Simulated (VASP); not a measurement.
Write the native input for VASP 6.6.1 that does the following.

* Task: single point
* Functional: LDA
* Potentials or basis: VASP PAW LDA potentials, release 64 (In_d, P)
* Cutoff: 500 eV
* k mesh: 6 × 6 × 6
* Occupations: gaussian, width 0.1 eV
* Spin: no spin polarisation
* Dipole correction: no
* Further INCAR settings: ALGO = Normal; EDIFF = 1e-06; NBANDS = 16

The structure of InP lies in POSCAR:

```
InP
1.0
    0.0000000000      2.8550000000      2.8550000000
    2.8550000000      0.0000000000      2.8550000000
    2.8550000000      2.8550000000      0.0000000000
In P
1 1
Direct
    0.0000000000      0.0000000000      0.0000000000
    0.5000000000      0.5000000000      0.5000000000
```

These files were run (other wordings do the same):

INCAR

```
PREC = Accurate
ENCUT = 500
EDIFF = 1E-6
ISMEAR = 0
SIGMA = 0.1
LREAL = False
LASPH = True
NELM = 120
ALGO = Normal
ISIF = 2
LWAVE = False
LCHARG = False
NBANDS = 16
GGA_COMPAT = False
```

KPOINTS

```
Automatic mesh
0
Gamma
  6 6 6
```

Potentials or basis: VASP PAW LDA potentials, release 64 (In_d, P).

Launch:

```sh
$ cat potpaw_LDA.64/In_d/POTCAR potpaw_LDA.64/P/POTCAR > POTCAR
$ mpirun -np 1 vasp_std > vasp.out
```

It gave:

```json
{
  "Pressure": "-9.4 GPa",
  "Band gap on the k mesh": "zero (bands 9 and 10 overlap by 2.35 eV)"
}
```

Caveat: the cell stands under tension; spin-orbit coupling is left out, which moves the levels of the heavy elements.

Wall time 22 s on 1 thread of Intel Xeon 8259CL (shared host), peak memory 0.15 GiB.
